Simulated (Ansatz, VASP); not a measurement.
KF in VASP and in Ansatz

```
CELL_PARAMETERS angstrom
1.41464 3.53660 3.53660
3.53660 1.41464 3.53660
3.53660 3.53660 1.41464
ATOMIC_POSITIONS crystal
K 0.00000 0.00000 0.00000
F 0.50000 0.50000 0.50000
```

Alike in both runs: task single point; functional PBE; k mesh 8 × 8 × 8; occupations gaussian, width 0.05 eV; no spin polarisation.

|  | VASP | Ansatz |
| --- | --- | --- |
| version | VASP 6.6.1 | Ansatz 0.2.0 |
| potentials or method | VASP PAW PBE potentials, release 64 (K_sv, F), cutoff 520 eV | scalar-relativistic, plane waves, PAW |
| valence electrons in the cell | 16 | 16 |

|  | VASP | Ansatz | Ansatz less VASP |
| --- | --- | --- | --- |
| gap on the k mesh at the Fermi level (eV) | 1.58 | 1.59 | +0.013 |
| least direct gap on the mesh (eV) | 1.58 | 1.59 | +0.013 |
| pressure (GPa) | -0.8 | -0.7 | +0.03 |
| traceless stress, the component that is largest in VASP (GPa) | -18.58 | -18.56 | +0.015 |

With one functional, cell and mesh, what is left measures potentials, basis and numerics.
